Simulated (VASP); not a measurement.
A run of VASP 6.6.1 is set up as follows.

The input POSCAR:

```
Si
1.0
   -2.6290009028      0.0000000000      0.0000000000
   -1.3145004514     -2.2767815684      0.0000000000
   -0.2629000903      0.0000000000      9.9751962900
Si
4
Direct
   -0.0875000000      0.0000000000      0.8750000000
   -0.0125000000      0.0000000000      0.1250000000
   -0.0375000000      0.0000000000      0.3750000000
   -0.0625000000      0.0000000000      0.6250000000
```

Contents of INCAR.step1:

```
SYSTEM = Si
PREC     = Accurate       ! precision mode
ENCUT    = 520            ! plane-wave cutoff, eV
ISMEAR   = 0              ! smearing method
SIGMA    = 0.15           ! smearing width, eV
LREAL    = .FALSE.        ! projectors in reciprocal space
LASPH    = .TRUE.         ! aspherical terms in the spheres
NELM     = 100            ! most SCF steps
NBANDS   = 16             ! bands
GGA      = PE             ! functional
ALGO     = Normal         ! electronic algorithm
EDIFF    = 1E-4           ! SCF threshold, eV
LWAVE    = .TRUE.         ! write WAVECAR
LCHARG   = .FALSE.        ! write CHGCAR
```

INCAR.step2

```
SYSTEM = Si
PREC     = Accurate       ! precision mode
ENCUT    = 520            ! plane-wave cutoff, eV
EDIFF    = 1E-6           ! SCF threshold, eV
ISMEAR   = 0              ! smearing method
SIGMA    = 0.15           ! smearing width, eV
LREAL    = .FALSE.        ! projectors in reciprocal space
LASPH    = .TRUE.         ! aspherical terms in the spheres
NELM     = 100            ! most SCF steps
ALGO     = Normal         ! electronic algorithm
ISIF     = 2              ! what is computed and relaxed
LWAVE    = .FALSE.        ! write WAVECAR
LCHARG   = .FALSE.        ! write CHGCAR
METAGGA  = R2SCAN         ! meta-GGA
LMIXTAU  = .TRUE.       
NBANDS   = 16             ! bands
ISTART   = 1
```

KPOINTS

```
regular mesh
0
G
  26 26 6
  0 0 0
```

Potentials or basis: VASP PAW PBE potentials, release 64 (Si).

Launch:

```bash
$ cat potpaw_PBE.64/Si/POTCAR > POTCAR
$ cp INCAR.step1 INCAR
$ mpirun -np 1 vasp_std > vasp.out
$ cp INCAR.step2 INCAR
$ mpirun -np 1 vasp_std > vasp.out
```

**Question.** Estimate the largest force.

**Answer.** 0.181 eV/Å.

**Question.** Estimate the band gap on the k mesh.

**Answer.** Zero (bands 8 and 9 overlap by 10.61 eV).

Stress tensor (GPa, compression positive):
```
 1.12  0.00  2.41
 0.00  1.10  0.00
 2.41  0.00 -2.67
```

Caveat: the PAW data sets were made with another functional, which shifts forces and pressure a little.
